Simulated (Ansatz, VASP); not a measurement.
## HgTe in VASP and in Ansatz

Contents of INCAR:

```
SYSTEM = HgTe
ALGO = Normal
EDIFF = 1E-6
ENCUT = 520
GGA = CA
ISIF = 2
ISMEAR = -1
LASPH = .True.
LCHARG = .False.
LREAL = .False.
LWAVE = .False.
NBANDS = 16
NELM = 60
PREC = Accurate
SIGMA = 0.03
```

File KPOINTS:

```
k-points
0
Gamma
  11 11 11
  0 0 0
```

POSCAR

```
HgTe
1.0
    0.0644700000      3.2557350000      3.2557350000
    3.2557350000      0.0644700000      3.2557350000
    3.2557350000      3.2557350000      0.0644700000
Hg Te
1 1
Direct
    0.0000000000      0.0000000000      0.0000000000
    0.7500000000      0.7500000000      0.7500000000
```

Input for Ansatz:

```yaml
crystal:
  lattice:
    - [0.06447, 3.255735, 3.255735]
    - [3.255735, 0.06447, 3.255735]
    - [3.255735, 3.255735, 0.06447]
  atoms:
    - { symbol: Hg, position: [0.0, 0.0, 0.0] }
    - { symbol: Te, position: [0.75, 0.75, 0.75] }
kpoints:
  mp_grid: { grid: [11, 11, 11] }
  band_path:
    path:
      - [0.0, 0.0, 0.0]
      - [-0.5, -0.5, -0.5]
      - [-0.5, -0.2451701269, -0.7548298731]
      - [-0.2451701269, 0.2451701269, -0.5]
      - [0.0, 0.0, -0.5]
      - [0.0, 0.0, 0.0]
      - [0.0, 0.3725850634, -0.3725850634]
      - [-0.3725850634, 0.0, -0.6274149366]
      - [-0.5, 0.0, -0.5]
    npoints: 5
scf:
  occupations: { method: fermi_dirac, width: 0.03 }
hamiltonian:
  xc: lda
  pseudopotentials: { kind: all_electron, lapw: { basis_error: 0.0005 } }
output:
  forces: true
  stress: true
  eigenvalues: true
```

Change from the starting cell: equal xy, yz and zx shear strains of +2 %.

Alike in both runs: task single point; functional LDA; k mesh 11 × 11 × 11; occupations fermi-dirac, width 0.03 eV; no spin polarisation.

|  | VASP | Ansatz |
| --- | --- | --- |
| version | VASP 6.6.1 | Ansatz 0.2.0 |
| potentials or method | VASP PAW LDA potentials, release 64 (Hg, Te), cutoff 520 eV | all-electron LAPW, scalar-relativistic |

|  | VASP | Ansatz | Ansatz less VASP |
| --- | --- | --- | --- |
| pressure (GPa) | 0.1 | -0.2 | -0.25 |
| traceless stress, the component that is largest in VASP (GPa) | -0.79 | -0.77 | +0.020 |
| rms of the force components (eV/Å) | 0.099 | 0.093 | -0.0060 |

LDA's correlation is that of Perdew and Zunger in VASP and of Perdew and Wang (1992) in Ansatz. Atom by atom the forces differ by 0.006 eV/Å (rms over components). Ansatz ran all-electron here, and VASP with PAW potentials.

Spin-orbit coupling is off throughout.
